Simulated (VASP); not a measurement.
Input of a VASP 6.6.1 run:

File INCAR:

```
ALGO = Normal ; EDIFF = 1E-6
ENCUT = 520 ; GGA = CA
ISIF = 2 ; ISMEAR = -1
LASPH = T ; LCHARG = F
LREAL = F ; LWAVE = F
NBANDS = 28 ; NELM = 100
PREC = Accurate ; SIGMA = 0.02
```

Contents of KPOINTS:

```
k-points
0
Gamma
  6 6 5
```

Contents of POSCAR:

```
SnO
1.0
    3.8020000000     -0.0380200000     -0.0380200000
   -0.0380200000      3.8020000000     -0.0380200000
   -0.0483600000     -0.0483600000      4.8360000000
Sn O
2 2
Direct
    0.0000000000      0.5000000000      0.2385000000
    0.5000000000      0.0000000000      0.7615000000
    0.0000000000      0.0000000000      0.0000000000
    0.5000000000      0.5000000000      0.0000000000
```

Potentials or basis: VASP PAW LDA potentials, release 64 (Sn_d, O).

Launch:

```console
$ cat potpaw_LDA.64/Sn_d/POTCAR potpaw_LDA.64/O/POTCAR > POTCAR
$ mpirun -np 1 vasp_std > vasp.out
```

(1) Estimate the band gap on the k mesh.

(2) What does it give for the pressure?

## Answers

(1) 0.06 eV (least direct gap 1.87 eV).

(2) -2.4 GPa.

Caveat: the cell differs from its parent crystal (equal xy, yz and zx shear strains of -2 %); spin-orbit coupling is left out, which moves the levels of the heavy elements; an odd mesh through Γ misses points on the zone boundary, where band edges can lie.
